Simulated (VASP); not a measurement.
Write the native input for VASP 6.6.1 that does the following.

| Property | Result |
| --- | --- |
| Task | single point |
| Functional | PBE |
| Potentials or basis | VASP PAW PBE potentials, release 64 (Ta_pv, C) |
| Cutoff | 520 eV |
| k mesh | 4 × 4 × 1 |
| Occupations | gaussian, width 0.1 eV |
| Spin | no spin polarisation |
| Dipole correction | yes |
| Further INCAR settings | LREAL = Auto; ALGO = Normal; EDIFF = 1e-06; NBANDS = 104 |

The structure of Ta16C lies in POSCAR:

```
Ta16C
1.0
    6.6379342676      0.0000000000      0.0000000000
    0.0000000000      6.6379342676      0.0000000000
    0.0000000000      0.0000000000     20.2996557945
Ta C
16 1
Direct
    0.2500000000      0.2500000000      0.1970476761
    0.2500000000      0.7500000000      0.1970476761
    0.7500000000      0.2500000000      0.1970476761
    0.7500000000      0.7500000000      0.1970476761
    0.0000000000      0.0000000000      0.2787970212
    0.0000000000      0.5000000000      0.2787970212
    0.5000000000      0.0000000000      0.2787970212
    0.5000000000      0.5000000000      0.2787970212
    0.2500000000      0.2500000000      0.3599139039
    0.2500000000      0.7500000000      0.3599139039
    0.7500000000      0.2500000000      0.3599139039
    0.7500000000      0.7500000000      0.3599139039
    0.0000000000      0.0000000000      0.4334879312
    0.0000000000      0.5000000000      0.4334879312
    0.5000000000      0.0000000000      0.4334879312
    0.5000000000      0.5000000000      0.4334879312
    0.0625000000      0.2500000000      0.4830328979
```

The input as run:

INCAR

```
ALGO = Normal
DIPOL = 0.5 0.5 0.327
EDIFF = 1E-6
ENCUT = 520
GGA = PE
IDIPOL = 3
ISIF = 2
ISMEAR = 0
LASPH = True
LCHARG = False
LDIPOL = True
LREAL = Auto
LWAVE = False
NBANDS = 104
NELM = 100
PREC = Accurate
SIGMA = 0.1
```

KPOINTS

```
k-points
0
Gamma
  4 4 1
```

Potentials or basis: VASP PAW PBE potentials, release 64 (Ta_pv, C).

Run with:

```console
$ cat potpaw_PBE.64/Ta_pv/POTCAR potpaw_PBE.64/C/POTCAR > POTCAR
$ mpirun -np 1 vasp_std > vasp.out
```

It gave:

The largest force is 1.683 eV/Å and the band gap on the k mesh is zero (band 90 reaches -0.51 eV, above the bottom of band 91 at -1.04 eV).

Caveat: spin-orbit coupling is left out, which moves the levels of the heavy elements.

Run time: 30 min on 1 thread of AMD EPYC 9R45 96-Core Processor (Zen 5), with other jobs on the host, peak memory 1.1 GiB.
